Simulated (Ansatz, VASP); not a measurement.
# BaTiO3 in VASP and in Ansatz

```xyz
5
Lattice="3.9555 0.0000 0.0000 0.0000 3.9555 0.0000 0.0000 0.0000 4.0440" Properties=species:S:1:pos:R:3 pbc="T T T"
Ba    1.9777    1.9777    2.3557
Ti    0.0000    0.0000    0.3952
O     0.0000    1.9777    0.2567
O     1.9777    0.0000    0.2567
O     0.0000    0.0000    2.2355
```

Alike in both runs: functional PBEsol; k mesh 8 × 8 × 8; occupations gaussian, width 0.02 eV; no spin polarisation.

Ansatz relaxed the structure, and its values are those at the end. VASP's run is a single point on that final structure, the one shown.

|  | VASP | Ansatz |
| --- | --- | --- |
| version | VASP 6.6.1 | Ansatz 0.2.0 |
| potentials or method | VASP PAW PBE potentials, release 64 (Ba_sv, Ti_sv, O), cutoff 520 eV | scalar-relativistic, plane waves, PAW |
| valence electrons in the cell | 40 | 40 |

```tsv
	VASP	Ansatz	Ansatz less VASP
gap on the k mesh at the Fermi level (eV)	1.78	1.85	+0.067
least direct gap on the mesh (eV)	2.19	2.22	+0.030
pressure (GPa)	1.9	0.0	-1.95
rms of the force components (eV/Å)	0.022	0.000	-0.0221
```

VASP's potentials were made for PBE, not for PBEsol. With one functional, cell and mesh, what is left measures potentials, basis and numerics.

Neither program's run includes spin-orbit coupling.
